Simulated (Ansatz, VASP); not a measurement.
## Two plane-wave programs on WS2

File POSCAR:

```
WS2
1.0
   -3.1810953848      0.0000000000      0.0000000000
   -1.5905476924     -2.7549094151      0.0000000000
    0.0000000000      0.0000000000     16.9507399883
W S
1 2
Direct
    0.3333333333      0.3333333333      0.0000000000
    0.6666666667      0.6666666667      0.9080224903
    0.6666666667      0.6666666667      0.0919775097
```

File INCAR.step1:

```
PREC = Accurate
ENCUT = 520
ISMEAR = 0
SIGMA = 0.05
LREAL = False
LASPH = True
NELM = 80
NBANDS = 20
GGA = PE
ALGO = Normal
EDIFF = 1E-4
LWAVE = True
LCHARG = False
```

Contents of INCAR.step2:

```
PREC = Accurate
ENCUT = 520
EDIFF = 1E-6
ISMEAR = 0
SIGMA = 0.05
LREAL = False
LASPH = True
NELM = 80
ALGO = Normal
ISIF = 2
LWAVE = False
LCHARG = False
METAGGA = R2SCAN
LMIXTAU = True
NBANDS = 20
ISTART = 1
```

KPOINTS

```
regular mesh
0
Gamma
  10 10 2
```

Input for Ansatz:

```yaml
crystal:
  lattice:
    - [-3.1810953848, 0.0, 0.0]
    - [-1.5905476924, -2.7549094151, 0.0]
    - [0.0, 0.0, 16.9507399883]
  atoms:
    - { symbol: W, position: [0.3333333333, 0.3333333333, 0.0] }
    - { symbol: S, position: [0.6666666667, 0.6666666667, 0.9080224903] }
    - { symbol: S, position: [0.6666666667, 0.6666666667, 0.0919775097] }
basis:
  ecutwfc: 500
kpoints:
  mp_grid: { grid: [10, 10, 2] }
hamiltonian:
  xc: r2scan
scf:
  occupations: { method: gaussian, width: 0.05 }
output:
  forces: true
  stress: true
  eigenvalues: true
  write_density: true
  write_potential: true
  elf: true
  volumetric_format: npy
```

Alike in both runs: task single point; functional r2SCAN; k mesh 10 × 10 × 2; occupations gaussian, width 0.05 eV; no spin polarisation.

```csv
,VASP,Ansatz
version,VASP 6.6.1,Ansatz 0.2.0
potentials or method,"VASP PAW PBE potentials, release 64 (W_sv, S), cutoff 520 eV","scalar-relativistic, plane waves, PAW"
valence electrons in the cell,26,26
```

VASP gave:

| Quantity | Value |
| --- | --- |
| gap on the k mesh at the Fermi level (eV) | 2.12 |
| least direct gap on the mesh (eV) | 2.29 |
| rms of the force components (eV/Å) | 0.010 |

Which values does Ansatz return?

gap on the k mesh at the Fermi level (eV): 2.10; least direct gap on the mesh (eV): 2.29; rms of the force components (eV/Å): 0.000.

VASP's potentials were made for PBE, not for r2SCAN. Atom by atom the forces differ by 0.010 eV/Å (rms over components). With one functional, cell and mesh, what is left measures potentials, basis and numerics. Ansatz's warnings: xc potential rough in thin density.

Spin-orbit coupling is off throughout.
